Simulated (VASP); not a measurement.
Co:

```
CELL_PARAMETERS angstrom
2.50740 0.00000 0.00000
1.25370 2.17147 0.00000
0.00000 0.00000 8.13980
ATOMIC_POSITIONS crystal
Co 0.66667 0.66667 0.12500
Co 0.66667 0.66667 0.62500
Co 0.33333 0.33333 0.37500
Co 0.33333 0.33333 0.87500
```

Base run:

* Program: VASP 6.6.1
* Functional: PBE
* Potentials or basis: VASP PAW PBE potentials, release 64 (Co)
* Cutoff: 520 eV
* k mesh: 14 × 14 × 4
* Occupations: fermi-dirac, width 0.08 eV
* Spin: collinear spin, ferromagnetic start
* Starting moments: [2.0, 2.0, 2.0, 2.0] μB

Its results: pressure -4.7 GPa.

Task: The run is repeated on the same cell with these changes: spin from collinear spin, ferromagnetic start to no spin polarisation; further incar settings from ALGO = Normal; EDIFF = 1e-07; NBANDS = 30 to ALGO = Normal; EDIFF = 1e-06; NBANDS = 26. What comes out?

Result: Pressure -14.9 GPa.

Caveats: the cell stands under tension.
